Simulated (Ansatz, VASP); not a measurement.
# Two plane-wave programs on AlFe

```
Al Fe
1.0
     2.93070    0.00000    0.00000
     0.00000    2.93070    0.00000
     0.00000    0.00000    2.93070
Al Fe
1 1
Cartesian
  0.0000 0.0000 0.0000
  1.4654 1.4654 1.4654
```

Alike in both runs: task single point; functional PBE; k mesh 14 × 14 × 14; occupations gaussian, width 0.1 eV; collinear spin.

|  | VASP | Ansatz |
| --- | --- | --- |
| version | VASP 6.6.1 | Ansatz 0.2.0 |
| potentials or method | VASP PAW PBE potentials, release 64 (Al, Fe), cutoff 520 eV | scalar-relativistic, plane waves, PAW |
| valence electrons in the cell | 11 | 19 |

```tsv
	VASP	Ansatz	Ansatz less VASP
gap on the k mesh at the Fermi level (eV)	none	none	-
pressure (GPa)	-9.0	-9.0	-0.04
net moment per atom (μB)	0.36	0.36	+0.001
size of the moment on the site where the two differ most (μB)	0.03	0.03	+0.007
```

Site moments also hang on the region over which each program counts them. A gap of «none» marks a metal or a gap that the smearing closes. VASP's potentials hold 11 valence electrons a cell and Ansatz's 19, so a difference there can come from the potentials and not from the codes.
